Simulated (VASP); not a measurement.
# Al (I4mm) in VASP: notebook, part 3 of 3

VASP 6.6.1. The steps go on from the part before.

## Step 5: Single point, PBEsol (atom 1 (Al) moved by -0.468 Å along [1 0 0] and +0.000 Å along [0 1 0])

The input, INCAR:

```
SYSTEM = Al
PREC = Accurate
ENCUT = 520
EDIFF = 1E-7
ISMEAR = 0
SIGMA = 0.15
LREAL = .False.
LASPH = .True.
NELM = 100
ALGO = Fast
ISIF = 2
LWAVE = .False.
LCHARG = .False.
GGA = PS
NBANDS = 22
```

The input, KPOINTS:

```
regular mesh
0
Gamma
  10 10 10
  0 0 0
```

The input, POSCAR:

```
Al
1.0
    3.2126361663      3.2126361663      3.2126361663
   -3.2126361663     -3.2126361663      3.2126361663
    3.2126361663     -3.2126361663     -3.2126361663
Al
8
Direct
   -0.0728373796      0.5000000000      0.4271626204
    0.0000000000      0.0000000000      0.5000000000
    0.0000000000      0.5000000000      0.0000000000
    0.0000000000      0.0000000000      0.0000000000
    0.5000000000      0.5000000000      0.5000000000
    0.5000000000      0.0000000000      0.5000000000
    0.5000000000      0.5000000000      0.0000000000
    0.5000000000      0.0000000000      0.0000000000
```

Potentials or basis: VASP PAW PBE potentials, release 64 (Al).

Launch:

```console
> cat potpaw_PBE.64/Al/POTCAR > POTCAR
> mpirun -np 1 vasp_std > vasp.out
```

OUTCAR:

```text
SYSTEM = Al
   PREC = Accurate
   ENCUT = 520
   EDIFF = 1E-7
   ISMEAR = 0
   LREAL = .False.
   LASPH = .True.
   NELM = 100
   ISIF = 2
   GGA = PS

 ion  position               nearest neighbor table
   1  0.927  0.500  0.427-   2 2.54   3 2.54   5 2.54   8 2.54   7 2.74   8 3.08   3 3.08   2 3.08
                             5 3.08   6 3.25   4 3.25   6 3.25   4 3.25
   2  0.000  0.000  0.500-   1 2.54   6 2.78   7 2.78   4 2.78   4 2.78   6 2.78   7 2.78   1 3.08
                             5 3.21   3 3.21   8 3.21   8 3.21   5 3.21   3 3.21
   3  0.000  0.500  0.000-   1 2.54   4 2.78   6 2.78   7 2.78   4 2.78   7 2.78   6 2.78   1 3.08
                             5 3.21   2 3.21   8 3.21   5 3.21   8 3.21   2 3.21
[... 826 lines left out ...]
  in kB       11.3988111     23.7418489     23.7418489      0.0000000      0.0000000      0.0000000
  external PRESSURE =      19.6275030 kB  Pullay stress =       0.0000000 kB

 VOLUME and BASIS-vectors are now :
 -----------------------------------------------------------------------------
  energy-cutoff  :      520.00
  volume of cell :      132.63
      direct lattice vectors                 reciprocal lattice vectors
     3.212636166  3.212636166  3.212636166     0.155635427  0.000000000  0.155635427
    -3.212636166 -3.212636166  3.212636166     0.000000000 -0.155635427  0.155635427
     3.212636166 -3.212636166 -3.212636166     0.155635427 -0.155635427  0.000000000

 POSITION                                       TOTAL-FORCE (eV/Angst)
 -----------------------------------------------------------------------------------
      2.74464      0.00000      3.21264         2.067438     -0.000000     -0.000000
      1.60632     -1.60632     -1.60632        -0.426165     -0.677658      0.677658
     -1.60632     -1.60632      1.60632        -0.426165      0.677658      0.677658
      0.00000      0.00000      0.00000        -0.039755     -0.000000     -0.000000
      1.60632     -1.60632      1.60632        -0.426165     -0.677658     -0.677658
      3.21264      0.00000      0.00000        -0.039755     -0.000000     -0.000000
      0.00000      0.00000      3.21264        -0.283267     -0.000000     -0.000000
      1.60632      1.60632      1.60632        -0.426165      0.677658     -0.677658
 -----------------------------------------------------------------------------------
    total drift:                                0.000003      0.000000     -0.000000

  FREE ENERGIE OF THE ION-ELECTRON SYSTEM (eV)
  ---------------------------------------------------
  free  energy   TOTEN  =       -31.4923455021 eV

  energy  without entropy=      -31.4522613639  energy(sigma->0) =      -31.47230343
```

OSZICAR:

```text
N       E                     dE             d eps       ncg     rms          rms(c)
DAV:   1     0.205762549982E+02    0.20576E+02   -0.83976E+03  4488   0.859E+02
DAV:   2    -0.298475330328E+02   -0.50424E+02   -0.48050E+02  5606   0.116E+02
DAV:   3    -0.318391196451E+02   -0.19916E+01   -0.19548E+01  5846   0.189E+01
DAV:   4    -0.318587840510E+02   -0.19664E-01   -0.19642E-01  5338   0.221E+00
DAV:   5    -0.318589981486E+02   -0.21410E-03   -0.21409E-03  5594   0.257E-01    0.404E+00
RMM:   6    -0.315929777286E+02    0.26602E+00   -0.18063E-01  4506   0.123E+00    0.224E+00
RMM:   7    -0.315035738574E+02    0.89404E-01   -0.81377E-02  4730   0.953E-01    0.546E-01
RMM:   8    -0.314924980244E+02    0.11076E-01   -0.92279E-03  4967   0.453E-01    0.175E-01
RMM:   9    -0.314923430555E+02    0.15497E-03   -0.13841E-03  5256   0.197E-01    0.111E-01
RMM:  10    -0.314923635891E+02   -0.20534E-04   -0.37785E-04  5031   0.104E-01    0.206E-02
RMM:  11    -0.314923467731E+02    0.16816E-04   -0.10949E-04  5261   0.512E-02    0.240E-02
RMM:  12    -0.314923478258E+02   -0.10527E-05   -0.23367E-05  5313   0.291E-02    0.109E-02
RMM:  13    -0.314923458985E+02    0.19273E-05   -0.50086E-06  5345   0.130E-02    0.126E-02
RMM:  14    -0.314923464747E+02   -0.57621E-06   -0.13861E-06  5041   0.713E-03    0.185E-02
RMM:  15    -0.314923461974E+02    0.27731E-06   -0.39402E-07  4313   0.366E-03    0.139E-02
RMM:  16    -0.314923458395E+02    0.35791E-06   -0.71819E-08  2811   0.165E-03    0.744E-03
RMM:  17    -0.314923455794E+02    0.26010E-06   -0.21041E-08  2580   0.915E-04    0.182E-03
RMM:  18    -0.314923455021E+02    0.77259E-07   -0.76120E-09  2331   0.545E-04
   1 F= -.31492346E+02 E0= -.31472303E+02  d E =-.400841E-01
```

Wall time 5.3 min (1 thread of Intel Xeon Platinum 8259CL at 2.50GHz (Skylake/Cascade Lake), shared host); peak memory 0.38 GiB.

What came out:

| Quantity | Value |
| --- | --- |
| Free energy | -31.4923 eV |
| Pressure | 2.0 GPa |
| Largest force | 2.067 eV/Å |
| Band gap on the k mesh | zero (bands 12 and 13 overlap by 4.40 eV) |

Forces on the atoms (eV/Å):
```
Al   2.067  0.000  0.000
Al  -0.426 -0.678  0.678
Al  -0.426  0.678  0.678
Al  -0.040  0.000  0.000
Al  -0.426 -0.678 -0.678
Al  -0.040  0.000  0.000
Al  -0.283  0.000  0.000
Al  -0.426  0.678 -0.678
```

Stress tensor (GPa, compression positive):
```
1.14 0.00 0.00
0.00 2.37 0.00
0.00 0.00 2.37
```

Caveat: the cell differs from its parent crystal (atom 1 (Al) moved by -0.468 Å along [1 0 0] and +0.000 Å along [0 1 0]); the PAW data sets were made with another functional, which shifts forces and pressure a little.

## Step 6: Single point, PBEsol (atom 1 (Al) moved by -0.936 Å along [1 0 0] and +0.000 Å along [0 1 0])

Edit INCAR of step 5 so:

```diff
@@ -3,3 +3,3 @@
 ENCUT = 520
-EDIFF = 1E-7
+EDIFF = 1E-6
 ISMEAR = 0
@@ -8,3 +8,3 @@
 LASPH = .True.
-NELM = 100
+NELM = 60
 ALGO = Fast
```

KPOINTS is that of step 5.

Edit POSCAR of step 5 so:

```diff
@@ -8,3 +8,3 @@
 Direct
-   -0.0728373796      0.5000000000      0.4271626204
+   -0.1456747592      0.5000000000      0.3543252408
     0.0000000000      0.0000000000      0.5000000000
```

Potentials or basis: VASP PAW PBE potentials, release 64 (Al).

Launch:

```console
> cat potpaw_PBE.64/Al/POTCAR > POTCAR
> mpirun -np 1 vasp_std > vasp.out
```

OUTCAR:

```text
SYSTEM = Al
   PREC = Accurate
   ENCUT = 520
   EDIFF = 1E-6
   ISMEAR = 0
   LREAL = .False.
   LASPH = .True.
   NELM = 60
   ISIF = 2
   GGA = PS

 ion  position               nearest neighbor table
   1  0.854  0.500  0.354-   7 2.28   5 2.37   3 2.37   2 2.37   8 2.37   4 3.35   6 3.35   6 3.35
                             4 3.35
   2  0.000  0.000  0.500-   1 2.37   6 2.78   7 2.78   4 2.78   4 2.78   6 2.78   7 2.78   5 3.21
                             3 3.21   8 3.21   8 3.21   5 3.21   3 3.21
   3  0.000  0.500  0.000-   1 2.37   4 2.78   6 2.78   7 2.78   4 2.78   7 2.78   6 2.78   2 3.21
                             2 3.21   5 3.21   5 3.21   8 3.21   8 3.21
   4  0.000  0.000  0.000-   2 2.78   3 2.78   5 2.78   8 2.78   2 2.78   3 2.78   8 2.78   5 2.78
[... 826 lines left out ...]
  external PRESSURE =      78.2761696 kB  Pullay stress =       0.0000000 kB

 VOLUME and BASIS-vectors are now :
 -----------------------------------------------------------------------------
  energy-cutoff  :      520.00
  volume of cell :      132.63
      direct lattice vectors                 reciprocal lattice vectors
     3.212636166  3.212636166  3.212636166     0.155635427  0.000000000  0.155635427
    -3.212636166 -3.212636166  3.212636166     0.000000000 -0.155635427  0.155635427
     3.212636166 -3.212636166 -3.212636166     0.155635427 -0.155635427  0.000000000

 POSITION                                       TOTAL-FORCE (eV/Angst)
 -----------------------------------------------------------------------------------
      2.27664      0.00000      3.21264         5.337478      0.000000      0.000000
      1.60632     -1.60632     -1.60632        -0.604887     -1.428328      1.428328
     -1.60632     -1.60632      1.60632        -0.604887      1.428328      1.428328
      0.00000      0.00000      0.00000        -0.087863      0.000000      0.000000
      1.60632     -1.60632      1.60632        -0.604887     -1.428328     -1.428328
      3.21264      0.00000      0.00000        -0.087863      0.000000      0.000000
      0.00000      0.00000      3.21264        -2.742205      0.000000      0.000000
      1.60632      1.60632      1.60632        -0.604887      1.428328     -1.428328
 -----------------------------------------------------------------------------------
    total drift:                               -0.000055      0.000000     -0.000000

  FREE ENERGIE OF THE ION-ELECTRON SYSTEM (eV)
  ---------------------------------------------------
  free  energy   TOTEN  =       -29.8657300840 eV

  energy  without entropy=      -29.8289664288  energy(sigma->0) =      -29.84734826
```

Wall time 4.1 min (1 thread of Intel Xeon Platinum 8259CL at 2.50GHz (Skylake/Cascade Lake), shared host); peak memory 0.38 GiB.

What came out:

```yaml
Free_energy: -29.8657 eV
Pressure: 7.8 GPa
Largest_force: 5.337 eV/Å
Band_gap_on_the_k_mesh: zero (bands 12 and 13 overlap by 3.71 eV)
```

Forces in eV/Å, atoms in the order of the input:
```
Al   5.337  0.000  0.000
Al  -0.605 -1.428  1.428
Al  -0.605  1.428  1.428
Al  -0.088  0.000  0.000
Al  -0.605 -1.428 -1.428
Al  -0.088  0.000  0.000
Al  -2.742  0.000  0.000
Al  -0.605  1.428 -1.428
```

Stress tensor (GPa, compression positive):
```
7.34 0.00 0.00
0.00 8.07 0.00
0.00 0.00 8.07
```

Levels at points of the mesh, in eV from the Fermi level:
| k point | band 10 | band 11 | band 12 | band 13 | band 14 | band 15 |
| --- | --- | --- | --- | --- | --- | --- |
| (0.00, 0.00, 0.00) | -3.75 | -3.37 | -3.37 | -2.52 | 1.78 | 1.78 |
| (0.50, 0.00, 0.00) | -1.68 | 0.19 | 0.20 | 0.74 | 0.90 | 1.00 |
| (0.00, 0.50, 0.00) | -1.97 | -0.13 | 0.48 | 0.85 | 0.93 | 1.09 |
| (0.50, 0.50, 0.50) | -0.78 | -0.52 | -0.52 | 0.07 | 0.41 | 3.86 |

Caveat: the cell differs from its parent crystal (atom 1 (Al) moved by -0.936 Å along [1 0 0] and +0.000 Å along [0 1 0]); the cell stands under pressure; the PAW data sets were made with another functional, which shifts forces and pressure a little.

## Step 7: The runs side by side

| cell | further INCAR settings | gap on the mesh (eV) | pressure (GPa) | largest force (eV/Å) |
| --- | --- | --- | --- | --- |
| as given, atomic positions A | ALGO = Fast; EDIFF = 1e-07; NBANDS = 22 | none | 12.5 | 8.97 |
| as given, atomic positions B | ALGO = Fast; EDIFF = 1e-06; NBANDS = 22 | none | 4.4 | 3.37 |
| as given, atomic positions C | ALGO = Fast; EDIFF = 1e-06; NBANDS = 22 | none | 0.5 | 1.00 |
| as given, atomic positions D | ALGO = Fast; EDIFF = 1e-07; NBANDS = 22 | none | 2.0 | 2.07 |
| as given, atomic positions E | ALGO = Fast; EDIFF = 1e-06; NBANDS = 22 | none | 7.8 | 5.34 |

Alike in all rows: task single point; level PBEsol; potentials or basis VASP PAW PBE potentials, release 64 (Al); no spin polarisation; k mesh 10 × 10 × 10; cutoff (eV) 520; smearing gaussian 0.15 eV.

Caveats: the PAW data sets were made with another functional, which shifts forces and pressure a little; the cell stands under pressure (at least some runs).

Absolute energies hang on the potentials; compare differences alone.
